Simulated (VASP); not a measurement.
Wanted: the native input for a VASP 6.6.1 run.

- Task: single point
- Functional: PBE
- Potentials or basis: VASP PAW PBE potentials, release 64 (Mo_sv, Sb)
- Cutoff: 520 eV
- k mesh: 10 × 10 × 10
- Occupations: fermi-dirac, width 0.08 eV
- Spin: non-collinear spin, zero start, spin-orbit coupling
- Starting moments: [[0.0, 0.0, 0.0], [0.0, 0.0, 0.0]] μB
- Dipole correction: no
- Further INCAR settings: ALGO = Normal; EDIFF = 1e-07; NBANDS = 31

The structure of SbMo (zincblende type) lies in POSCAR:

```
SbMo
1.0
    0.0000000000      3.0649472798      3.0649472798
    3.0649472798      0.0000000000      3.0649472798
    3.0649472798      3.0649472798      0.0000000000
Mo Sb
1 1
Direct
    0.0000000000      0.0000000000      0.0000000000
    0.2500000000      0.2500000000      0.2500000000
```

One way to write it, as run:

INCAR

```
SYSTEM = SbMo
PREC = Accurate
ENCUT = 520
EDIFF = 1E-7
ISMEAR = -1
SIGMA = 0.08
LREAL = .FALSE.
LASPH = .TRUE.
NELM = 150
ALGO = Normal
ISIF = 2
LWAVE = .FALSE.
LCHARG = .FALSE.
MAGMOM = 0 0 0 0 0 0
LORBIT = 11
LSORBIT = .TRUE.
GGA_COMPAT = .FALSE.
LORBMOM = .TRUE.
LMAXMIX = 4
GGA = PE
NBANDS = 31
```

KPOINTS

```
Automatic mesh
0
G
  10 10 10
  0 0 0
```

Potentials or basis: VASP PAW PBE potentials, release 64 (Mo_sv, Sb).

Command:

```bash
$ cat potpaw_PBE.64/Mo_sv/POTCAR potpaw_PBE.64/Sb/POTCAR > POTCAR
$ mpirun -np 1 vasp_ncl > vasp.out
```

It gave:

```yaml
Pressure: 0.0 GPa
Net_moment: 0.00 μB per cell
Valence_electrons_inside_the_program's_atomic_spheres: Mo 12.37; Sb 2.57
```

It took 2.4 min on 1 thread of Intel(R) Xeon(R) Platinum 8488C (Sapphire Rapids), on a shared host, peak memory 0.42 GiB.
